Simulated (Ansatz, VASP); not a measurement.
# Two plane-wave programs on MgB2

```
CELL_PARAMETERS angstrom
3.12560 0.00000 0.00000
-1.56280 2.70685 0.00000
0.00000 0.00000 3.56936
ATOMIC_POSITIONS crystal
Mg 0.00000 0.00000 0.00000
B 0.66667 0.33333 0.50000
B 0.33333 0.66667 0.50000
```

Alike in both runs: task single point; functional r2SCAN; k mesh 10 × 10 × 8; occupations fermi-dirac, width 0.05 eV; no spin polarisation.

|  | VASP | Ansatz |
| --- | --- | --- |
| version | VASP 6.6.1 | Ansatz 0.2.0 |
| potentials or method | VASP PAW PBE potentials, release 64 (Mg_sv, B) | Ansatz PAW |
| plane-wave cutoff (eV) | 750 | 500 |
| valence electrons in the cell | 16 | 16 |

VASP gave:

* gap on the k mesh at the Fermi level (eV): none
* pressure (GPa): -7.8
* traceless stress, the component that is largest in VASP (GPa): 1.56

Problem. Estimate Ansatz's values.

Solution. gap on the k mesh at the Fermi level (eV): none; pressure (GPa): -7.6; traceless stress, the component that is largest in VASP (GPa): 1.53.

VASP's potentials were made for PBE, not for r2SCAN. A gap of «none» marks a metal or a gap that the smearing closes.
